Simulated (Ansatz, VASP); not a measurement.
Ge: VASP beside Ansatz

File POSCAR:

```
Ge
1.0
    1.4880529250     -2.5946896100      0.0000000000
    1.4880529250      2.5946896100      0.0000000000
    0.0000000000      0.0000000000      4.7275957900
Ge
2
Direct
    0.3334466300      0.6665533700      0.2500000000
    0.6665533700      0.3334466300      0.7500000000
```

File INCAR.step1:

```
SYSTEM = Ge
ALGO = Normal
EDIFF = 1E-5
ENCUT = 520
GGA = PE
ISIF = 2
ISMEAR = -1
LASPH = .TRUE.
LCHARG = .FALSE.
LREAL = .FALSE.
LWAVE = .TRUE.
NBANDS = 21
NELM = 80
PREC = Accurate
SIGMA = 0.05
```

The input INCAR.step2:

```
SYSTEM = Ge
AEXX = 0.25
ALGO = Normal
EDIFF = 1E-7
ENCUT = 520
GGA = PE
ISIF = 2
ISMEAR = -1
ISTART = 1
LASPH = .TRUE.
LCHARG = .FALSE.
LHFCALC = .TRUE.
LREAL = .FALSE.
LWAVE = .FALSE.
NBANDS = 21
NELM = 80
PREC = Accurate
PRECFOCK = Normal
SIGMA = 0.05
```

File KPOINTS:

```
k-points
0
G
  5 5 3
  0 0 0
```

input

```
crystal:
  lattice:
    - [1.488052925, -2.59468961, 0.0]
    - [1.488052925, 2.59468961, 0.0]
    - [0.0, 0.0, 4.72759579]
  atoms:
    - { symbol: Ge, position: [0.33344663, 0.66655337, 0.25] }
    - { symbol: Ge, position: [0.66655337, 0.33344663, 0.75] }
hamiltonian:
  xc: pbe0
  pseudopotentials: { kind: paw }
kpoints:
  mp_grid: { grid: [5, 5, 3] }
scf:
  occupations: { method: fermi_dirac, width: 0.05 }
output:
  forces: true
  stress: true
  eigenvalues: true
  write_density: true
  write_potential: true
  elf: true
  volumetric_format: npy
```

Alike in both runs: task single point; functional PBE0; k mesh 5 × 5 × 3; occupations fermi-dirac, width 0.05 eV; no spin polarisation.

|  | VASP | Ansatz |
| --- | --- | --- |
| version | VASP 6.6.1 | Ansatz 0.2.0 |
| potentials or method | VASP PAW PBE potentials, release 64 (Ge_d) | Ansatz PAW |
| plane-wave cutoff (eV) | 520 | 420 |
| valence electrons in the cell | 28 | 28 |

VASP gave:

- gap on the k mesh at the Fermi level (eV): none
- pressure (GPa): 2.2
- traceless stress, the component that is largest in VASP (GPa): 6.76
- rms of the force components (eV/Å): 0.053

Question: Which values does Ansatz return?

Answer: gap on the k mesh at the Fermi level (eV): none; pressure (GPa): 2.3; traceless stress, the component that is largest in VASP (GPa): 6.73; rms of the force components (eV/Å): 0.052.

Atom by atom the forces differ by 0.000 eV/Å (rms over components). A gap of «none» marks a metal or a gap that the smearing closes.

The k mesh is coarse, so the values compare programs but aren't converged.
